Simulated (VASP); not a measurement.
# PtS2 (P-3m1) in VASP: further runs

Runs on PtS2. Level: PBEsol. Tasks: single point.

Everything below comes from runs of VASP 6.6.1. Logs are shortened: lines on timing, memory, paths and dates and some standing lists are left out, and cuts for length are marked.

### Step 1. The cell of the first run

It takes space group P-3m1 (No. 164, trigonal). The conventional cell has a = 3.543 Å, b = 3.543 Å, c = 5.039 Å, α = 90.00°, β = 90.00°, γ = 120.00°. Within 3.1 Å of Pt (site symmetry -3m) lie 6 S at 2.34 Å. Within 3.1 Å of S (site symmetry 3m) lie 3 Pt at 2.34 Å and 3 S at 3.07 Å.

### Step 2. Single point, PBEsol

INCAR

```
PREC = Accurate ; ENCUT = 520
EDIFF = 1E-6 ; ISMEAR = 1
SIGMA = 0.1 ; LREAL = F
LASPH = T ; NELM = 100
ALGO = Normal ; ISIF = 2
LWAVE = F ; LCHARG = F
GGA = PS ; NBANDS = 18
```

KPOINTS

```
regular mesh
0
Gamma
  9 9 6
```

POSCAR

```
PtS2
1.0
    3.5432000000      0.0000000000      0.0000000000
   -1.7716000000      3.0685000000      0.0000000000
    0.0000000000      0.0000000000      5.0388000000
Pt S
1 2
Direct
    0.0000000000      0.0000000000      0.0000000000
    0.3333333333      0.6666666667      0.2270000000
    0.6666666667      0.3333333333      0.7730000000
```

Potentials or basis: VASP PAW PBE potentials, release 64 (Pt, S).

Command:

```
> cat potpaw_PBE.64/Pt/POTCAR potpaw_PBE.64/S/POTCAR > POTCAR
> mpirun -np 1 vasp_std > vasp.out
```

OUTCAR:

```text
PREC = Accurate
   ENCUT = 520
   EDIFF = 1E-6
   ISMEAR = 1
   LREAL = F
   LASPH = T
   NELM = 100
   ISIF = 2
   GGA = PS

 ion  position               nearest neighbor table
   1  0.000  0.000  0.000-   2 2.34   3 2.34   3 2.34   2 2.34   3 2.34   2 2.34
   2  0.333  0.667  0.227-   1 2.34   1 2.34   1 2.34
   3  0.667  0.333  0.773-   1 2.34   1 2.34   1 2.34

  LATTYP: Found a hexagonal cell.
 ALAT       =     3.5432000000
 C/A-ratio  =     1.4221043125

  Lattice vectors:

 A1 = (   3.5432000000,   0.0000000000,   0.0000000000)
 A2 = (  -1.7716000000,   3.0685000000,   0.0000000000)
 A3 = (   0.0000000000,   0.0000000000,   5.0388000000)

Analysis of symmetry for initial positions (statically):
=====================================================================
 Subroutine PRICEL returns:
 Original cell was already a primitive cell.

 Routine SETGRP: Setting up the symmetry group for a
 hexagonal supercell.

 Subroutine GETGRP returns: Found 12 space group operations
 (whereof 12 operations were pure point group operations)
 out of a pool of 24 trial point group operations.

The static configuration has the point symmetry D_3d.

Analysis of symmetry for dynamics (positions and initial velocities):
=====================================================================
 Subroutine PRICEL returns:
 Original cell was already a primitive cell.

 Routine SETGRP: Setting up the symmetry group for a
 hexagonal supercell.

 Subroutine GETGRP returns: Found 12 space group operations
 (whereof 12 operations were pure point group operations)
 out of a pool of 24 trial point group operations.

The dynamic configuration has the point symmetry D_3d.

 Subroutine INISYM returns: Found 12 space group operations
 (whereof 12 operations are pure point group operations),
 and found     1 'primitive' translations

----------------------------------------------------------------------------------------

                                     Primitive cell

  volume of cell :      54.7834

  direct lattice vectors                    reciprocal lattice vectors
     3.543200000  0.000000000  0.000000000     0.282230752  0.162946065  0.000000000
    -1.771600000  3.068500000  0.000000000     0.000000000  0.325892130  0.000000000
     0.000000000  0.000000000  5.038800000     0.000000000  0.000000000  0.198459951

  length of vectors
[... 78 lines left out ...]
   ISPIN  =      1    spin polarized calculation?
   LNONCOLLINEAR =      F non collinear calculations
   LSORBIT =      F    spin-orbit coupling
   LASPH  =      T    aspherical Exc in radial PAW
   ENCUT  =  520.0 eV  38.22 Ry    6.18 a.u.   6.59  6.59  9.37*2*pi/ulx,y,z
   NELM   =    100;   NELMIN=  2; NELMDL= -5     # of ELM steps
   EDIFF  = 0.1E-05   stopping-criterion for ELM
   LREAL  =      F    real-space projection
   EDIFFG = 0.1E-04   stopping-criterion for IOM
   NSW    =      0    number of steps for IOM
   IBRION =     -1    ionic relax: 0-MD 1-quasi-New 2-CG
   NFREE  =      0    steps in history (QN), initial steepest desc. (CG)
   ISIF   =      2    stress and relaxation
   ISYM   =      2    0-nonsym 1-usesym 2-fastsym
   POTIM  = 0.5000    time-step for ionic-motion
   TEBEG  =    0.0;   TEEND  =   0.0 temperature during run
   PSTRESS=    0.0 pullay stress
   NELECT =      22.0000    total number of electrons
   NUPDOWN=      -1.0000    fix difference up-down
   EMIN   =  10.00;   EMAX   =-10.00  energy-range for DOS
   EFERMI =   0.00;   METHOD = LEGACY
   ISMEAR =     1;   SIGMA  =   0.10  broadening in eV -4-tet -1-fermi 0-gaus
   EFERMI_NEDOS =   21; number of points for ismear=-14 and -15
   IALGO  =     38    algorithm
   IMIX   =      4    mixing-type and parameters
     AMIX     =   0.40;   BMIX     =  1.00
     AMIX_MAG =   1.60;   BMIX_MAG =  1.00
  volume/ion in A,a.u.               =      18.26       123.23
  Fermi-wavevector in a.u.,A,eV,Ry     =   1.207812  2.282434 19.848320  1.458810
  Thomas-Fermi vector in A             =   2.343439
   LORBIT       =      0    0 simple, 1 ext, 2 COOP (PROOUT), +10 PAW based schemes
   GGA     = PS    functional components
   LHFCALC =     F    Hartree Fock is set to
   AEXX    =    0.0000 exact exchange contribution
   IVDW    =     0    specifies the selected vdW correction
   LEPSILON=     F    determine dielectric tensor
   LRPA    =     F    only Hartree local field effects (RPA)
 non-spin polarized calculation
 Methfessel and Paxton  Order N= 1 SIGMA  =   0.10
  energy-cutoff  :      520.00
  volume of cell :       54.78
 maximum number of plane-waves:      1507
 NGX is ok and might be reduce to    28
   NGX = 13   NGY = 13   NGZ = 19

 number of electron      22.0000000 magnetization

 Free energy of the ion-electron system (eV)
  ---------------------------------------------------
  ext. energy  EPLUGINS =         0.00000000
  ---------------------------------------------------
  free energy    TOTEN  =       -16.93111144 eV

  energy without entropy =      -16.93148411  energy(sigma->0) =      -16.93123566

 E-fermi :   6.7106     XC(G=0): -10.7678

 val. band max:        6.6525178638   @ k =   0.0000   0.2222   0.1667
 cond. band min:       7.5831093102   @ k =   0.0000   0.3333   0.3333
 fundamental gap:      0.9305914464
 Fermi energy:         6.7105870666

 k-point     1 :       0.0000    0.0000    0.0000
  band No.  band energies     occupation
      1      -8.9288      2.00000
      2      -5.6394      2.00000
      3      -0.4248      2.00000
      4      -0.4248      2.00000
      5      -0.3127      2.00000
      6       2.6504      2.00000
[... 481 lines left out ...]
      5       0.9501      2.00000
      6       1.3205      2.00000
[... 10 lines left out ...]
     17      15.0854      0.00000
     18      16.9878      0.00000

 [... further k-points ...]
[... 5 lines left out ...]
  --------------------------------------------------------------------------------------
  -------------------------------------------------------------------------------------
  Total        2.1526082      2.1526065      1.9486892      0.0000000      0.0000000      0.0000000
  in kB       62.9544820     62.9544323     56.9907342      0.0000000      0.0000000      0.0000000
  external PRESSURE =      60.9665495 kB  Pullay stress =       0.0000000 kB

 VOLUME and BASIS-vectors are now :
 -----------------------------------------------------------------------------
  energy-cutoff  :      520.00
  volume of cell :       54.78
      direct lattice vectors                 reciprocal lattice vectors
     3.543200000  0.000000000  0.000000000     0.282230752  0.162946065  0.000000000
    -1.771600000  3.068500000  0.000000000     0.000000000  0.325892130  0.000000000
     0.000000000  0.000000000  5.038800000     0.000000000  0.000000000  0.198459951

 POSITION                                       TOTAL-FORCE (eV/Angst)
 -----------------------------------------------------------------------------------
      0.00000      0.00000      0.00000        -0.000000     -0.000000      0.000000
     -0.00000      2.04567      1.14381         0.000000      0.000000      0.929728
      1.77160      1.02283      3.89499         0.000000     -0.000000     -0.929728
 -----------------------------------------------------------------------------------
    total drift:                                0.000000     -0.000000      0.000000

  FREE ENERGIE OF THE ION-ELECTRON SYSTEM (eV)
  ---------------------------------------------------
  free  energy   TOTEN  =       -16.9311114372 eV

  energy  without entropy=      -16.9314841071  energy(sigma->0) =      -16.93123566
```

stdout:

```text
POSCAR found type information on POSCAR PtS
 POSCAR found :  2 types and       3 ions
 scaLAPACK will be used
 -----------------------------------------------------------------------------
|                                                                             |
|                                                                             |
|     You enforced a specific xc type in the INCAR file but a different       |
|     I HOPE YOU KNOW WHAT YOU ARE DOING!                                     |
|                                                                             |
 -----------------------------------------------------------------------------

 LDA part: xc-table for (Slater+PW92), standard interpolation
 POSCAR, INCAR and KPOINTS ok, starting setup
 FFT: planning ... GRIDC
 FFT: planning ... GRID_SOFT
 FFT: planning ... GRID
 WAVECAR not read
 entering main loop
```

Run time: 28 s. Hardware: 1 thread of Intel Xeon 6975P-C (Granite Rapids), shared host; peak memory 0.21 GiB.

Results:

```yaml
Free_energy: -16.9311 eV
Pressure: 6.1 GPa
Largest_force: 0.930 eV/Å
Band_gap_on_the_k_mesh: 0.93 eV, indirect (least direct gap 1.06 eV)
```

Forces in eV/Å, atoms in the order of the input:
```
Pt   0.000  0.000  0.000
S    0.000  0.000  0.930
S    0.000  0.000 -0.930
```

Levels at points of the mesh, in eV from the valence-band top:
| k point | band 9 | band 10 | band 11 | band 12 | band 13 | band 14 |
| --- | --- | --- | --- | --- | --- | --- |
| (0.00, 0.00, 0.00) | -1.13 | -1.13 | -0.12 | 2.45 | 2.45 | 4.66 |
| (0.00, 0.00, 0.50) | -1.32 | -1.32 | -0.92 | 2.93 | 2.93 | 5.36 |

Caveat: the PAW data sets were made with another functional, which shifts forces and pressure a little; spin-orbit coupling is left out, which moves the levels of the heavy elements.

### Step 3. Single point, PBEsol

This run uses another cell than the first one, of 18.72 Å³/atom, 1.025 times its volume.

INCAR

```
PREC = Accurate
ENCUT = 520
EDIFF = 1E-7
ISMEAR = 1
SIGMA = 0.1
LREAL = False
LASPH = True
NELM = 60
ALGO = Normal
ISIF = 2
LWAVE = False
LCHARG = False
GGA = PS
NBANDS = 18
```

KPOINTS is that of step 2.

POSCAR

```
PtS2
1.0
    3.5724839726      0.0000000000      0.0000000000
   -1.7862419863      3.0938606542      0.0000000000
    0.0000000000      0.0000000000      5.0804448637
Pt S
1 2
Direct
    0.0000000000      0.0000000000      0.0000000000
    0.3333333333      0.6666666667      0.2270000000
    0.6666666667      0.3333333333      0.7730000000
```

Potentials or basis: VASP PAW PBE potentials, release 64 (Pt, S).

Command:

```
> cat potpaw_PBE.64/Pt/POTCAR potpaw_PBE.64/S/POTCAR > POTCAR
> mpirun -np 1 vasp_std > vasp.out
```

Run time: 41 s. Hardware: 1 thread of Intel Xeon 6975P-C (Granite Rapids), shared host; peak memory 0.21 GiB.

The run converged. Its results:

| Item | Value |
| --- | --- |
| Free energy | -16.9666 eV |
| Pressure | 2.2 GPa |
| Largest force | 0.563 eV/Å |
| Band gap on the k mesh | 0.90 eV, indirect (least direct gap 1.04 eV) |

Forces in eV/Å, atoms in the order of the input:
```
Pt   0.000  0.000  0.000
S    0.000  0.000  0.563
S    0.000  0.000 -0.563
```

Stress tensor (GPa, compression positive):
```
1.76 0.00 0.00
0.00 1.76 0.00
0.00 0.00 2.97
```

Levels at points of the mesh, in eV from the valence-band top:
```csv
k point,band 9,band 10,band 11,band 12,band 13,band 14
"(0.00, 0.00, 0.00)",-1.10,-1.10,-0.09,2.39,2.39,4.70
"(0.00, 0.00, 0.50)",-1.28,-1.28,-0.94,2.84,2.84,5.40
```

Caveat: the PAW data sets were made with another functional, which shifts forces and pressure a little; spin-orbit coupling is left out, which moves the levels of the heavy elements.

[end of part 1 of 2]
